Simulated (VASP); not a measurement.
Wanted: the native input for a VASP 6.6.1 run.

```
Task                   : single point
Functional             : PBE
Potentials or basis    : VASP PAW PBE potentials, release 64 (Si, O)
Cutoff                 : 600 eV
k mesh                 : 4 × 4 × 4
Occupations            : gaussian, width 0.01 eV
Spin                   : no spin polarisation
Dipole correction      : no
Further INCAR settings : ALGO = Normal; EDIFF = 1e-06; NBANDS = 15
```

The structure of SiO2 lies in POSCAR:

```
SiO2
1.0
    0.0000000000      2.1953750000      2.1953750000
    2.1953750000      0.0000000000      2.1953750000
    2.1953750000      2.1953750000      0.0000000000
Si O
1 2
Direct
    0.0000000000      0.0000000000      0.0000000000
    0.2500000000      0.2500000000      0.2500000000
    0.7500000000      0.7500000000      0.7500000000
```

The input as run:

INCAR

```
  PREC = Accurate
  ENCUT = 600
  EDIFF = 1E-6
  ISMEAR = 0
  SIGMA = 0.01
  LREAL = False
  LASPH = True
  NELM = 120
  ALGO = Normal
  ISIF = 2
  LWAVE = False
  LCHARG = False
  GGA = PE
  NBANDS = 15
  GGA_COMPAT = False
```

KPOINTS

```
Automatic mesh
0
Gamma
  4 4 4
```

Potentials or basis: VASP PAW PBE potentials, release 64 (Si, O).

Command:

```sh
$ cat potpaw_PBE.64/Si/POTCAR potpaw_PBE.64/O/POTCAR > POTCAR
$ mpirun -np 1 vasp_std > vasp.out
```

It gave:

```json
{
  "Pressure": "44.6 GPa",
  "Band gap on the k mesh": "2.13 eV, direct"
}
```

Caveat: the k points lie up to 0.62 Å⁻¹ apart.

Wall time 5.1 s on 1 thread of Intel(R) Xeon(R) Platinum 8488C (Sapphire Rapids) (shared host), peak memory 0.15 GiB.
